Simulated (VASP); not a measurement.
# Mg16O17 (a cell with a defect) (O interstitial hop between voids) in VASP: notebook

Mg16O17 (a cell with a defect) (O interstitial hop between voids) is run at these levels: PBE; tasks: single point.

Program: VASP 6.6.1. These are calculated values, not measurements. Logs are shortened: lines on timing, memory, paths and dates and some standing lists are left out, and cuts for length are marked.

### Step 1. The cell of the first run

The cell holds a defect, 33 atoms: a = 7.369 Å, b = 7.369 Å, c = 7.369 Å, α = 109.47°, β = 109.47°, γ = 109.47°.

### Step 2. Single point, PBE

Input file INCAR:

```
PREC = Accurate ; ENCUT = 520
EDIFF = 1E-6 ; ISMEAR = -1
SIGMA = 0.01 ; LREAL = Auto
LASPH = True ; NELM = 120
ALGO = Normal ; ISIF = 2
LWAVE = False ; LCHARG = True
GGA = PE ; LELF = True
LVHAR = True ; NBANDS = 89
GGA_COMPAT = False
```

Input file KPOINTS:

```
Automatic mesh
0
Gamma
  1 1 1
```

Input file POSCAR:

```
Mg16O17
1.0
   -4.2543812300      4.2543812300      4.2543812300
    4.2543812300     -4.2543812300      4.2543812300
    4.2543812300      4.2543812300     -4.2543812300
Mg O
16 17
Direct
   -0.0094504964      0.0146379216      0.0151321704
   -0.0080258306      0.2496812790      0.7502075303
   -0.0064603559      0.4847600117      0.4852261906
   -0.0079496747      0.7496739885      0.2501777045
    0.2584621564      0.0146038452      0.7502111125
    0.2417525850      0.2489085988      0.4999389197
    0.2416480797      0.4992659945      0.2493328042
    0.2585008094      0.7497159021      0.0151868056
    0.4920004070     -0.0000282141      0.4996860053
    0.4920617689      0.2496749484      0.2502123690
    0.4920500854      0.4992375336      0.0005468280
    0.4920476417      0.7496444104      0.7502004909
    0.7425701956      0.0001642817      0.2510734539
    0.7424584354      0.2504541208      0.0006544640
    0.7256409870      0.4849599109      0.7502036412
    0.7256053979      0.7496851687      0.4852070770
   -0.0079460663     -0.0016239588      0.5014941677
   -0.0080163055      0.2496494056      0.2501262579
   -0.0078999196      0.5010323821     -0.0011214199
    0.0892862440      0.7496102278      0.7502158284
    0.2407584576     -0.0016531382      0.2475728313
    0.2407429696      0.2470700807     -0.0010907353
    0.2484266819      0.4904115486      0.7502090324
    0.2484024978      0.7496563418      0.4908340099
    0.5077577465      0.0090376987      0.0095467118
    0.4919612448      0.2498133876      0.7501927067
    0.4763224887      0.4904048080      0.4909917486
    0.4920744373      0.7497135994      0.2502532001
    0.7355275071      0.0089438690      0.7501860577
    0.7434306622      0.2523591001      0.5015193864
    0.7433437980      0.5009865199      0.2527990461
    0.7355748793      0.7496693384      0.0094385468
    0.8950079302      0.7497859288      0.7501819239
```

Potentials or basis: VASP PAW PBE potentials, release 64 (Mg, O).

Launch:

```console
cat potpaw_PBE.64/Mg/POTCAR potpaw_PBE.64/O/POTCAR > POTCAR
mpirun -np 1 vasp_gam > vasp.out
```

OUTCAR:

```text
PREC = Accurate
   ENCUT = 520
   EDIFF = 1E-6
   ISMEAR = -1
   LREAL = Auto
   LASPH = True
   NELM = 120
   ISIF = 2
   GGA = PE

 ion  position               nearest neighbor table
   1  0.991  0.015  0.015-  33 1.93  18 1.99  22 2.13  21 2.13  32 2.19  29 2.19  20 2.74  14 2.91
                            13 2.91   7 2.92   6 2.92  12 3.00   2 3.01   4 3.01  10 3.02  15 3.19
   2  0.992  0.250  0.750-  29 2.12  23 2.12  19 2.13  30 2.13  22 2.13  17 2.13   7 3.00  13 3.00
                            14 3.01   9 3.01   6 3.01  11 3.01   1 3.01  16 3.01   8 3.01   3 3.01
   3  0.994  0.485  0.485-  20 1.93  18 1.99  30 2.13  31 2.13  24 2.19  23 2.19  33 2.74   7 2.91
                             6 2.91  14 2.92  13 2.92  12 3.00   4 3.01   2 3.01  10 3.02   5 3.19
   4  0.992  0.750  0.250-  24 2.12  32 2.12  21 2.13  19 2.13  17 2.13  31 2.13  14 3.00   6 3.00
                             9 3.01  13 3.01  11 3.01   7 3.01   3 3.01  15 3.01   1 3.01   5 3.01
   5  0.258  0.015  0.750-  20 1.94  26 1.99  22 2.13  17 2.13  25 2.19  24 2.19  33 2.74  14 2.91
                             9 2.91   6 2.92  11 2.92  12 3.00  10 3.01   4 3.01   2 3.02   3 3.19
   6  0.242  0.249  0.500-  27 2.06  23 2.06  26 2.13  18 2.13  17 2.13  21 2.14  15 2.91   3 2.91
                             5 2.92   1 2.92  13 3.00   9 3.00   4 3.00  10 3.01   2 3.01  11 3.01
   7  0.242  0.499  0.249-  24 2.07  27 2.07  28 2.13  18 2.13  22 2.13  19 2.13  16 2.91   3 2.91
                             8 2.92   1 2.92   2 3.00  11 3.00  14 3.00  10 3.01   4 3.01   9 3.01
   8  0.259  0.750  0.015-  20 1.93  28 1.99  21 2.13  19 2.13  23 2.19  25 2.19  33 2.74  11 2.91
                            13 2.91   9 2.92   7 2.92  12 3.00  10 3.01   2 3.01   4 3.02   5 3.19
   9  0.492  1.000  0.500-  24 2.06  29 2.06  28 2.13  26 2.13  21 2.13  30 2.14  16 2.91   5 2.91
                             8 2.92  15 2.92  10 3.00  13 3.00   6 3.00   4 3.01   2 3.01   7 3.01
  10  0.492  0.250  0.250-  25 2.12  27 2.12  21 2.13  30 2.13  31 2.13  22 2.13   9 3.00  11 3.00
                            14 3.01   7 3.01  13 3.01   6 3.01   8 3.01  15 3.01   5 3.01  16 3.01
  11  0.492  0.499  0.001-  32 2.06  23 2.07  26 2.13  28 2.13  31 2.13  22 2.14  15 2.91   8 2.91
                             5 2.92  16 2.92   7 3.00  14 3.00  10 3.00   4 3.01   2 3.01   6 3.01
  12  0.492  0.750  0.750-  27 2.14  32 2.14  29 2.14  23 2.14  24 2.14  25 2.14  15 3.00   1 3.00
                             3 3.00   8 3.00   5 3.00  16 3.00   6 3.01  11 3.01  14 3.01   9 3.01
  13  0.743  0.000  0.251-  32 2.07  25 2.07  18 2.13  28 2.13  17 2.13  30 2.13   1 2.91   8 2.91
                             3 2.92  16 2.92   2 3.00   6 3.00   9 3.00   4 3.01  10 3.01  14 3.01
  14  0.742  0.250  0.001-  25 2.06  29 2.06  18 2.13  26 2.13  31 2.13  19 2.14   1 2.91   5 2.91
                             3 2.92  15 2.92   7 3.00  11 3.00   4 3.00  10 3.01   2 3.01  13 3.01
  15  0.726  0.485  0.750-  33 1.93  26 1.99  19 2.13  30 2.13  27 2.19  32 2.19  20 2.74   6 2.91
                            11 2.91  14 2.92   9 2.92  12 3.00   4 3.01  10 3.01   2 3.02   1 3.19
  16  0.726  0.750  0.485-  33 1.93  28 1.99  31 2.13  17 2.13  29 2.19  27 2.19  20 2.74   9 2.91
                             7 2.91  13 2.92  11 2.92  12 3.00   2 3.01  10 3.01   4 3.02  15 3.19
  17  0.992  0.998  0.501-  16 2.13   4 2.13   5 2.13   2 2.13  13 2.13   6 2.13
  18  0.992  0.250  0.250-   1 1.99   3 1.99  14 2.13  13 2.13   7 2.13   6 2.13
  19  0.992  0.501  0.999-   2 2.13   8 2.13   4 2.13  15 2.13   7 2.13  14 2.14
  20  0.089  0.750  0.750-  33 1.43   8 1.93   3 1.93   5 1.94  15 2.74   1 2.74  16 2.74
  21  0.241  0.998  0.248-   8 2.13   4 2.13  10 2.13   1 2.13   9 2.13   6 2.14
  22  0.241  0.247  0.999-   1 2.13  10 2.13   5 2.13   2 2.13   7 2.13  11 2.14
  23  0.248  0.490  0.750-   6 2.06  11 2.07   2 2.12  12 2.14   8 2.19   3 2.19
  24  0.248  0.750  0.491-   9 2.06   7 2.07   4 2.12  12 2.14   3 2.19   5 2.19
  25  0.508  0.009  0.010-  14 2.06  13 2.07  10 2.12  12 2.14   5 2.19   8 2.19
  26  0.492  0.250  0.750-   5 1.99  15 1.99   6 2.13  11 2.13  14 2.13   9 2.13
  27  0.476  0.490  0.491-   6 2.06   7 2.07  10 2.12  12 2.14  15 2.19  16 2.19
  28  0.492  0.750  0.250-  16 1.99   8 1.99   9 2.13   7 2.13  13 2.13  11 2.13
  29  0.736  0.009  0.750-  14 2.06   9 2.06   2 2.12  12 2.14   1 2.19  16 2.19
  30  0.743  0.252  0.502-   2 2.13   3 2.13  10 2.13  15 2.13  13 2.13   9 2.14
  31  0.743  0.501  0.253-  16 2.13   3 2.13  10 2.13   4 2.13  14 2.13  11 2.13
  32  0.736  0.750  0.009-  11 2.06  13 2.07   4 2.12  12 2.14  15 2.19   1 2.19
  33  0.895  0.750  0.750-  20 1.43  15 1.93   1 1.93  16 1.93   5 2.74   3 2.74   8 2.74

  LATTYP: Found a body centered cubic cell.
 ALAT       =     8.5087624600

  Lattice vectors:

 A1 = (  -4.2543812300,   4.2543812300,   4.2543812300)
 A2 = (   4.2543812300,  -4.2543812300,   4.2543812300)
 A3 = (   4.2543812300,   4.2543812300,  -4.2543812300)

Analysis of symmetry for initial positions (statically):
=====================================================================
 Subroutine PRICEL returns:
 Original cell was already a primitive cell.

 Routine SETGRP: Setting up the symmetry group for a
 body centered cubic supercell.

[... 122 lines left out ...]
     0.117525904  0.117525904  0.000000000     0.000000000  0.000000000  1.000000000

  Length of vectors
     0.166206727  0.166206727  0.166206727

  Shift w.r.t. Gamma in fractional coordinates (k-lattice)
     0.000000000  0.000000000  0.000000000

 Subroutine IBZKPT returns following result:
 ===========================================

 Found      1 irreducible k-points:

 Following reciprocal coordinates:
            Coordinates               Weight
  0.000000  0.000000  0.000000      1.000000
   k-points           NKPTS =      1   k-points in BZ     NKDIM =      1   number of bands    NBANDS=     89
   number of dos      NEDOS =    301   number of ions     NIONS =     33
   total plane-waves  NPLWV = 175616
   dimension x,y,z NGX =    56 NGY =   56 NGZ =   56
   dimension x,y,z NGXF=   112 NGYF=  112 NGZF=  112
   ions per type =              16  17
   NGX,Y,Z   is equivalent  to a cutoff of  12.63, 12.63, 12.63 a.u.
   NGXF,Y,Z  is equivalent  to a cutoff of  25.27, 25.27, 25.27 a.u.
 SYSTEM =  unknown system
   PREC   = accura    normal or accurate (medium, high low for compatibility)
   ISTART =      0    job   : 0-new  1-cont  2-samecut
   ICHARG =      2    charge: 1-file 2-atom 10-const
   ISPIN  =      1    spin polarized calculation?
   LNONCOLLINEAR =      F non collinear calculations
   LSORBIT =      F    spin-orbit coupling
   LASPH  =      T    aspherical Exc in radial PAW
   ENCUT  =  520.0 eV  38.22 Ry    6.18 a.u.  13.70 13.70 13.70*2*pi/ulx,y,z
   NELM   =    120;   NELMIN=  2; NELMDL= -5     # of ELM steps
   EDIFF  = 0.1E-05   stopping-criterion for ELM
   LREAL  =      T    real-space projection
   EDIFFG = 0.1E-04   stopping-criterion for IOM
   NSW    =      0    number of steps for IOM
   IBRION =     -1    ionic relax: 0-MD 1-quasi-New 2-CG
   NFREE  =      0    steps in history (QN), initial steepest desc. (CG)
   ISIF   =      2    stress and relaxation
   ISYM   =      2    0-nonsym 1-usesym 2-fastsym
   POTIM  = 0.5000    time-step for ionic-motion
   TEBEG  =    0.0;   TEEND  =   0.0 temperature during run
   PSTRESS=    0.0 pullay stress
   NELECT =     134.0000    total number of electrons
   NUPDOWN=      -1.0000    fix difference up-down
   EMIN   =  10.00;   EMAX   =-10.00  energy-range for DOS
   EFERMI =   0.00;   METHOD = LEGACY
   ISMEAR =    -1;   SIGMA  =   0.01  broadening in eV -4-tet -1-fermi 0-gaus
   EFERMI_NEDOS =   21; number of points for ismear=-14 and -15
   IALGO  =     38    algorithm
   IMIX   =      4    mixing-type and parameters
     AMIX     =   0.40;   BMIX     =  1.00
     AMIX_MAG =   1.60;   BMIX_MAG =  1.00
  volume/ion in A,a.u.               =       9.33        62.99
  Fermi-wavevector in a.u.,A,eV,Ry     =   1.240471  2.344151 20.936222  1.538769
  Thomas-Fermi vector in A             =   2.374910
   LORBIT       =      0    0 simple, 1 ext, 2 COOP (PROOUT), +10 PAW based schemes
   GGA     = PE    functional components
   LHFCALC =     F    Hartree Fock is set to
   AEXX    =    0.0000 exact exchange contribution
   IVDW    =     0    specifies the selected vdW correction
   LEPSILON=     F    determine dielectric tensor
   LRPA    =     F    only Hartree local field effects (RPA)
 non-spin polarized calculation
  energy-cutoff  :      520.00
  volume of cell :      308.01
 maximum number of plane-waves:      4196
 NGX is ok and might be reduce to    54
   NGX = 27   NGY = 27   NGZ = 27

 number of electron     134.0000031 magnetization

 Free energy of the ion-electron system (eV)
  ---------------------------------------------------
  ext. energy  EPLUGINS =         0.00000000
  ---------------------------------------------------
  free energy    TOTEN  =      -192.62927397 eV

  energy without entropy =     -192.62927397  energy(sigma->0) =     -192.62927397

 E-fermi :   3.6617     XC(G=0): -11.0512

 val. band max:        3.3950195662   @ k =   0.0000   0.0000   0.0000
 cond. band min:       7.8449049006   @ k =   0.0000   0.0000   0.0000
 fundamental gap:      4.4498853344
 Fermi energy:         3.6617196997

 k-point     1 :       0.0000    0.0000    0.0000
  band No.  band energies     occupation
      1     -18.1102      2.00000
      2     -13.9465      2.00000
      3     -13.2379      2.00000
      4     -13.2358      2.00000
      5     -12.8534      2.00000
      6     -12.8239      2.00000
[... 71 lines left out ...]
     78      12.4693      0.00000
     79      12.4803      0.00000
 [bands above 79 left out]

------------------------ aborting loop because EDIFF is reached ----------------------------------------

  FORCE on cell =-STRESS in cart. coord.  units (eV):
  Direction    XX          YY          ZZ          XY          YZ          ZX
  --------------------------------------------------------------------------------------
  -------------------------------------------------------------------------------------
  Total       11.5447305     11.5481207     11.5284891     -3.2820599      3.2885298     -3.2870683
  in kB       60.0516824     60.0693170     59.9672001    -17.0721366     17.1057908    -17.0981886
  external PRESSURE =      60.0293998 kB  Pullay stress =       0.0000000 kB

 VOLUME and BASIS-vectors are now :
 -----------------------------------------------------------------------------
  energy-cutoff  :      520.00
  volume of cell :      308.01
      direct lattice vectors                 reciprocal lattice vectors
    -4.254381230  4.254381230  4.254381230     0.000000000  0.117525904  0.117525904
     4.254381230 -4.254381230  4.254381230     0.117525904  0.000000000  0.117525904
     4.254381230  4.254381230 -4.254381230     0.117525904  0.117525904  0.000000000

 POSITION                                       TOTAL-FORCE (eV/Angst)
 -----------------------------------------------------------------------------------
     -4.08752      4.21628      4.21207        -0.004467     -0.005683     -0.008223
      0.03367      6.34967      2.09081        -0.000214     -0.000546      0.004551
     -0.10021      4.22888      4.22491         0.000945      0.010811      0.007591
      0.03319      2.09551      6.34561        -0.000406     -0.000293      0.000026
      2.15422      4.22915     -2.02996        -0.009425      0.009097     -0.002274
      2.15738      2.09649     -0.03947         0.000395     -0.008712      0.000379
[... 25 lines left out ...]
      0.10012     -0.01981      6.27864        -0.000054      0.007015      0.004162
      2.57373      3.80939      3.80602         0.152295     -0.153203     -0.145332
 -----------------------------------------------------------------------------------
    total drift:                               -0.002667      0.003641      0.008388

  FREE ENERGIE OF THE ION-ELECTRON SYSTEM (eV)
  ---------------------------------------------------
  free  energy   TOTEN  =      -192.6292739722 eV

  energy  without entropy=     -192.6292739722  energy(sigma->0) =     -192.62927397
```

Run time: 55 s. Hardware: 1 thread of Intel Xeon 6975P-C (Granite Rapids), shared host; peak memory 0.39 GiB.

What came out:

* Free energy: -192.6293 eV
* Pressure: 6.0 GPa
* Largest force: 0.260 eV/Å
* Band gap on the k mesh: 4.45 eV

Forces on the atoms (eV/Å):
```
Mg  -0.004 -0.006 -0.008
Mg   0.000 -0.001  0.005
Mg   0.001  0.011  0.008
Mg   0.000  0.000  0.000
Mg  -0.009  0.009 -0.002
Mg   0.000 -0.009  0.000
Mg   0.004  0.004 -0.003
Mg  -0.011 -0.001  0.009
Mg   0.011  0.003  0.002
Mg   0.001  0.000  0.000
Mg   0.004 -0.003  0.000
Mg   0.004 -0.005 -0.001
Mg  -0.002 -0.007 -0.003
Mg  -0.001 -0.009  0.003
Mg   0.001 -0.002 -0.009
Mg   0.008  0.008 -0.010
O    0.002 -0.004  0.001
O    0.001  0.006  0.002
O    0.003  0.002 -0.008
O   -0.141  0.138  0.150
O    0.006  0.002  0.000
O    0.004 -0.002  0.003
O   -0.003  0.003 -0.003
O   -0.001  0.000  0.002
O    0.000  0.003  0.000
O   -0.009  0.010 -0.001
O   -0.007  0.000  0.007
O   -0.003 -0.002  0.001
O   -0.004  0.004  0.006
O   -0.003 -0.003 -0.007
O   -0.003 -0.004  0.000
O    0.000  0.007  0.004
O    0.152 -0.153 -0.145
```

Stress tensor (GPa, compression positive):
```
 6.01 -1.71 -1.71
-1.71  6.01  1.71
-1.71  1.71  6.00
```

Caveat: the k points lie up to 1.04 Å⁻¹ apart.

[end of part 1 of 2]
